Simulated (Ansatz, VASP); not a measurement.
**One calculation of AlFe3C, two programs**

```
Al Fe C
1.0
     3.76434    0.00000    0.00000
     0.00000    3.76434    0.00000
     0.00000    0.00000    3.76434
Al Fe C
1 3 1
Cartesian
  0.0000 0.0000 0.0000
  0.0000 1.8822 1.8822
  1.8822 1.8822 0.0000
  1.8822 0.0000 1.8822
  1.8822 1.8822 1.8822
```

Alike in both runs: task single point; functional LDA; k mesh 6 × 6 × 6; occupations fermi-dirac, width 0.1 eV; collinear spin.

```csv
,VASP,Ansatz
version,VASP 6.6.1,Ansatz 0.2.0
potentials or method,"VASP PAW LDA potentials, release 64 (Al, Fe, C), cutoff 520 eV","plane waves, PAW"
valence electrons in the cell,31,55
```

Ansatz gave:

| Quantity | Value |
| --- | --- |
| net moment per atom (μB) | 0.45 |
| size of the moment on the site where the two differ most (μB) | 0.73 |

Estimate VASP's values.

net moment per atom (μB): 0.36; size of the moment on the site where the two differ most (μB): 0.62.

LDA's correlation is that of Perdew and Zunger in VASP and of Perdew and Wang (1992) in Ansatz. Site moments also hang on the region over which each program counts them. VASP's potentials hold 31 valence electrons a cell and Ansatz's 55, so a difference there can come from the potentials and not from the codes. Ansatz's warnings: given moment on shells.
